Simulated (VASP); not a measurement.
A run of VASP 6.6.1:

INCAR

```
ALGO     = Normal         # electronic algorithm
EDIFF    = 1E-6           # SCF threshold, eV
ENCUT    = 500            # plane-wave cutoff, eV
GGA      = PE             # functional
GGA_COMPAT= F            
ISIF     = 2              # what is computed and relaxed
ISMEAR   = 0              # smearing method
LASPH    = T              # aspherical terms in the spheres
LCHARG   = F              # write CHGCAR
LREAL    = F              # projectors in reciprocal space
LWAVE    = F              # write WAVECAR
NBANDS   = 17             # bands
NELM     = 120            # most SCF steps
PREC     = Accurate       # precision mode
SIGMA    = 0.02           # smearing width, eV
```

The input KPOINTS:

```
k-points
0
Gamma
  8 8 8
```

The input POSCAR:

```
TePb
1.0
    0.0000000000      3.1843544591      3.1843544591
    3.1843544591      0.0000000000      3.1843544591
    3.1843544591      3.1843544591      0.0000000000
Te Pb
1 1
Direct
    0.5000000000      0.5000000000      0.5000000000
    0.0000000000      0.0000000000      0.0000000000
```

Potentials or basis: VASP PAW PBE potentials, release 64 (Te, Pb_d).

The run is started by

```console
$ cat potpaw_PBE.64/Te/POTCAR potpaw_PBE.64/Pb_d/POTCAR > POTCAR
$ mpirun -np 1 vasp_std > vasp.out
```

Hardware: 1 thread of Intel(R) Xeon(R) Platinum 8488C (Sapphire Rapids), with other jobs on the host.

**Question.** Estimate the wall time of this run.

**Answer.** Wall time 23 s on 1 thread of Intel(R) Xeon(R) Platinum 8488C (Sapphire Rapids) (shared host), peak memory 0.21 GiB. Counts: scf iterations 12, k points 29.
